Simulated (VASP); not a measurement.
# Mo (C2/m) in VASP: single point with PBEsol

Aim: the single point of Mo with PBEsol.

All numbers are computed with VASP 6.6.1; they aren't measurements. Logs are shortened: lines on timing, memory, paths and dates and some standing lists are left out, and cuts for length are marked.

### Step 1. The cell of the first run

The typed cell holds 1 atom: a = 3.126 Å, b = 2.710 Å, c = 2.709 Å, α = 109.39°, β = 54.85°, γ = 125.21°.

### Step 2. Single point, PBEsol

The input, INCAR:

```
SYSTEM = Mo
PREC = Accurate ; ENCUT = 520
EDIFF = 1E-6 ; ISMEAR = 0
SIGMA = 0.15 ; LREAL = .FALSE.
LASPH = .TRUE. ; NELM = 80
ALGO = Fast ; ISIF = 2
LWAVE = .FALSE. ; LCHARG = .FALSE.
GGA = PS ; NBANDS = 13
```

The input, KPOINTS:

```
regular mesh
0
G
  12 12 14
  0 0 0
```

The input, POSCAR:

```
Mo
1.0
    2.9900106823      0.0039524444      0.9107853754
   -1.4970165626      2.2124455955     -0.4582477616
    0.8464472485      0.0041154470      2.5735134842
Mo
1
Direct
    0.0000000000      0.0000000000      0.5000000000
```

Potentials or basis: VASP PAW PBE potentials, release 64 (Mo_sv).

Command:

```
$ cat potpaw_PBE.64/Mo_sv/POTCAR > POTCAR
$ mpirun -np 1 vasp_std > vasp.out
```

OUTCAR:

```text
SYSTEM = Mo
   PREC = Accurate
   ENCUT = 520
   EDIFF = 1E-6
   ISMEAR = 0
   LREAL = .FALSE.
   LASPH = .TRUE.
   NELM = 80
   ISIF = 2
   GGA = PS

 ion  position               nearest neighbor table
   1  0.000  0.000  0.500-

  LATTYP: Found a base centered monoclinic cell.
 ALAT       =     9.3916199801
 B/A-ratio  =     0.4715745689
 C/A-ratio  =     0.2884639780
 COS(beta)  =    -0.9622600765

  Lattice vectors:

 A1 = (  -0.1958779344,  -2.2206764895,  -4.6887792068)
 A2 = (  -0.1999003773,   2.2081671459,  -4.6944893546)
 A3 = (   0.8464472485,   0.0041154470,   2.5735134842)

Analysis of symmetry for initial positions (statically):
=====================================================================
 Subroutine PRICEL returns:
 Original cell was already a primitive cell.

 Routine SETGRP: Setting up the symmetry group for a
 base centered monoclinic supercell.

 Subroutine GETGRP returns: Found  4 space group operations
 (whereof  4 operations were pure point group operations)
 out of a pool of  4 trial point group operations.

The static configuration has the point symmetry C_2h.

Analysis of symmetry for dynamics (positions and initial velocities):
=====================================================================
 Subroutine PRICEL returns:
 Original cell was already a primitive cell.

 Routine SETGRP: Setting up the symmetry group for a
 base centered monoclinic supercell.

 Subroutine GETGRP returns: Found  4 space group operations
 (whereof  4 operations were pure point group operations)
 out of a pool of  4 trial point group operations.

The dynamic configuration has the point symmetry C_2h.

 Subroutine INISYM returns: Found  4 space group operations
 (whereof  4 operations are pure point group operations),
 and found     1 'primitive' translations

----------------------------------------------------------------------------------------

                                     Primitive cell

  volume of cell :      15.3325

  direct lattice vectors                    reciprocal lattice vectors
     2.990010682  0.003952444  0.910785375     0.371475844  0.225971966 -0.122542463
    -1.497016563  2.212445596 -0.458247762    -0.000418940  0.451584012 -0.000584361
     0.846447248  0.004115447  2.573513484    -0.131542635  0.000437301  0.431838461

  length of vectors
     3.125653452  2.710344095  2.709144059     0.451745822  0.451584585  0.451428967

  position of ions in fractional coordinates (direct lattice)
     0.000000000  1.000000000  0.500000000

  ion indices of the primitive-cell ions
   primitive index   ion index
                 1           1

----------------------------------------------------------------------------------------

 KPOINTS: regular mesh

Automatic generation of k-mesh.
 Grid dimensions read from file:
 generate k-points for:   12   12   14

 Generating k-lattice:

  Cartesian coordinates                     Fractional coordinates (reciprocal lattice)
     0.030956320  0.018830997 -0.010211872     0.083333333  0.000000000  0.000000000
    -0.000034912  0.037632001 -0.000048697     0.000000000  0.083333333  0.000000000
    -0.009395902  0.000031236  0.030845604     0.000000000  0.000000000  0.071428571

  Length of vectors
     0.037645485  0.037632049  0.032244926

  Shift w.r.t. Gamma in fractional coordinates (k-lattice)
     0.000000000  0.000000000  0.000000000

 Subroutine IBZKPT returns following result:
 ===========================================

 Found    554 irreducible k-points:

 Following reciprocal coordinates:
            Coordinates               Weight
  0.000000  0.000000  0.000000      1.000000
  0.083333 -0.000000 -0.000000      4.000000
  0.166667 -0.000000 -0.000000      4.000000
  0.250000 -0.000000 -0.000000      4.000000
  0.333333  0.000000 -0.000000      4.000000
  0.416667 -0.000000 -0.000000      4.000000
[... 16 lines left out ...]
  0.333333  0.166667 -0.000000      4.000000
  0.416667  0.166667 -0.000000      4.000000
 [... further k-points ...]
   k-points           NKPTS =    554   k-points in BZ     NKDIM =    554   number of bands    NBANDS=     13
   number of dos      NEDOS =    301   number of ions     NIONS =      1
   total plane-waves  NPLWV =   9600
   dimension x,y,z NGX =    24 NGY =   20 NGZ =   20
   dimension x,y,z NGXF=    48 NGYF=   40 NGZF=   40
   ions per type =               1
   NGX,Y,Z   is equivalent  to a cutoff of  12.77, 12.27, 12.27 a.u.
   NGXF,Y,Z  is equivalent  to a cutoff of  25.53, 24.54, 24.55 a.u.
 SYSTEM =  Mo
   PREC   = accura    normal or accurate (medium, high low for compatibility)
   ISTART =      0    job   : 0-new  1-cont  2-samecut
   ICHARG =      2    charge: 1-file 2-atom 10-const
   ISPIN  =      1    spin polarized calculation?
   LNONCOLLINEAR =      F non collinear calculations
   LSORBIT =      F    spin-orbit coupling
   LASPH  =      T    aspherical Exc in radial PAW
   ENCUT  =  520.0 eV  38.22 Ry    6.18 a.u.   5.81  5.04  5.04*2*pi/ulx,y,z
   NELM   =     80;   NELMIN=  2; NELMDL= -5     # of ELM steps
   EDIFF  = 0.1E-05   stopping-criterion for ELM
   LREAL  =      F    real-space projection
   EDIFFG = 0.1E-04   stopping-criterion for IOM
   NSW    =      0    number of steps for IOM
   IBRION =     -1    ionic relax: 0-MD 1-quasi-New 2-CG
   NFREE  =      0    steps in history (QN), initial steepest desc. (CG)
   ISIF   =      2    stress and relaxation
   ISYM   =      2    0-nonsym 1-usesym 2-fastsym
   POTIM  = 0.5000    time-step for ionic-motion
   TEBEG  =    0.0;   TEEND  =   0.0 temperature during run
   PSTRESS=    0.0 pullay stress
   NELECT =      14.0000    total number of electrons
   NUPDOWN=      -1.0000    fix difference up-down
   EMIN   =  10.00;   EMAX   =-10.00  energy-range for DOS
   EFERMI =   0.00;   METHOD = LEGACY
   ISMEAR =     0;   SIGMA  =   0.15  broadening in eV -4-tet -1-fermi 0-gaus
   EFERMI_NEDOS =   21; number of points for ismear=-14 and -15
   IALGO  =     68    algorithm
   IMIX   =      4    mixing-type and parameters
     AMIX     =   0.40;   BMIX     =  1.00
     AMIX_MAG =   1.60;   BMIX_MAG =  1.00
  volume/ion in A,a.u.               =      15.33       103.47
  Fermi-wavevector in a.u.,A,eV,Ry     =   1.588230  3.001320 34.320352  2.522475
  Thomas-Fermi vector in A             =   2.687266
   LORBIT       =      0    0 simple, 1 ext, 2 COOP (PROOUT), +10 PAW based schemes
   GGA     = PS    functional components
   LHFCALC =     F    Hartree Fock is set to
   AEXX    =    0.0000 exact exchange contribution
   IVDW    =     0    specifies the selected vdW correction
   LEPSILON=     F    determine dielectric tensor
   LRPA    =     F    only Hartree local field effects (RPA)
 non-spin polarized calculation
 RMM-DIIS sequential band-by-band and
 Gauss-broadening in eV      SIGMA  =   0.15
  energy-cutoff  :      520.00
  volume of cell :       15.33
 maximum number of plane-waves:       425
   NGX = 11   NGY =  9   NGZ =  9

 number of electron      13.9999992 magnetization

 Free energy of the ion-electron system (eV)
  ---------------------------------------------------
  ext. energy  EPLUGINS =         0.00000000
  ---------------------------------------------------
  free energy    TOTEN  =       -11.78671540 eV

  energy without entropy =      -11.78145006  energy(sigma->0) =      -11.78408273

 E-fermi :  12.7602     XC(G=0): -13.6390

 val. band max:       12.7533418221   @ k =   0.0833   0.3333   0.3571
 cond. band min:      12.7607063578   @ k =  -0.4167  -0.3333   0.2857
 fundamental gap:      0.0073645358
 Fermi energy:        12.7601982015

 k-point     1 :       0.0000    0.0000    0.0000
  band No.  band energies     occupation
      1     -48.4249      2.00000
      2     -21.6734      2.00000
      3     -21.6646      2.00000
      4     -21.6582      2.00000
      5       5.4298      2.00000
      6      11.3442      2.00000
      7      11.3824      2.00000
      8      11.3847      2.00000
      9      14.4408      0.00000
     10      14.4739      0.00000
     11      27.5945      0.00000
     12      27.6061      0.00000
     13      27.6445      0.00000

 k-point     2 :       0.0833   -0.0000   -0.0000
  band No.  band energies     occupation
      1     -48.4062      2.00000
      2     -21.7707      2.00000
      3     -21.6993      2.00000
      4     -21.6675      2.00000
      5       5.7412      2.00000
      6      11.1764      2.00000
      7      11.3434      2.00000
      8      11.6753      2.00000
      9      14.2188      0.00000
     10      14.4565      0.00000
     11      27.8552      0.00000
     12      28.1306      0.00000
     13      28.2302      0.00000

 k-point     3 :       0.1667   -0.0000   -0.0000
  band No.  band energies     occupation
      1     -48.3544      2.00000
      2     -22.0582      2.00000
      3     -21.7875      2.00000
      4     -21.6712      2.00000
      5       6.5587      2.00000
      6      10.7299      2.00000
      7      11.1838      2.00000
      8      12.5347      1.96649
      9      13.8811      0.00000
     10      14.5001      0.00000
     11      28.1889      0.00000
     12      29.3574      0.00000
     13      29.6223      0.00000
[... 305 lines left out ...]
 k-point    23 :       0.3333    0.1667   -0.0000
  band No.  band energies     occupation
      1     -48.1375      2.00000
      2     -22.9742      2.00000
      3     -22.2346      2.00000
      4     -21.7986      2.00000
      5       8.1878      2.00000
      6       9.5802      2.00000
      7      11.8355      2.00000
      8      14.2414      0.00000
      9      15.4326      0.00000
     10      18.8490      0.00000
     11      24.8598      0.00000
     12      26.3875      0.00000
     13      29.7159      0.00000

 k-point    24 :       0.4167    0.1667   -0.0000
  band No.  band energies     occupation
      1     -48.1204      2.00000
      2     -23.0327      2.00000
      3     -22.2841      2.00000
      4     -21.8023      2.00000
      5       8.0701      2.00000
      6       9.5095      2.00000
      7      12.2520      2.00000
      8      14.3395      0.00000
      9      15.6794      0.00000
     10      19.7470      0.00000
     11      23.9343      0.00000
     12      25.8126      0.00000
     13      29.2226      0.00000

 [... further k-points ...]
[... 5 lines left out ...]
  --------------------------------------------------------------------------------------
  -------------------------------------------------------------------------------------
  Total        0.0541034      0.0529169      0.0544613      0.0000031      0.0000030      0.0007804
  in kB        5.6535672      5.5295851      5.6909714      0.0003271      0.0003098      0.0815464
  external PRESSURE =       5.6247079 kB  Pullay stress =       0.0000000 kB

 VOLUME and BASIS-vectors are now :
 -----------------------------------------------------------------------------
  energy-cutoff  :      520.00
  volume of cell :       15.33
      direct lattice vectors                 reciprocal lattice vectors
     2.990010682  0.003952444  0.910785375     0.371475844  0.225971966 -0.122542463
    -1.497016563  2.212445596 -0.458247762    -0.000418940  0.451584012 -0.000584361
     0.846447248  0.004115447  2.573513484    -0.131542635  0.000437301  0.431838461

 POSITION                                       TOTAL-FORCE (eV/Angst)
 -----------------------------------------------------------------------------------
      0.42322      0.00206      1.28676         0.000000      0.000000      0.000000
 -----------------------------------------------------------------------------------
    total drift:                               -0.000000      0.000000     -0.000000

  FREE ENERGIE OF THE ION-ELECTRON SYSTEM (eV)
  ---------------------------------------------------
  free  energy   TOTEN  =       -11.7867154017 eV

  energy  without entropy=      -11.7814500564  energy(sigma->0) =      -11.78408273
```

Run time: 27 s. Hardware: 1 thread of Intel Xeon 6975P-C (Granite Rapids), shared host; peak memory 0.21 GiB.

Results:

| Quantity | Value |
| --- | --- |
| Free energy | -11.7867 eV |
| Pressure | 0.6 GPa |
| Band gap on the k mesh | zero (bands 7 and 8 overlap by 5.50 eV) |

Caveat: the PAW data sets were made with another functional, which shifts forces and pressure a little.
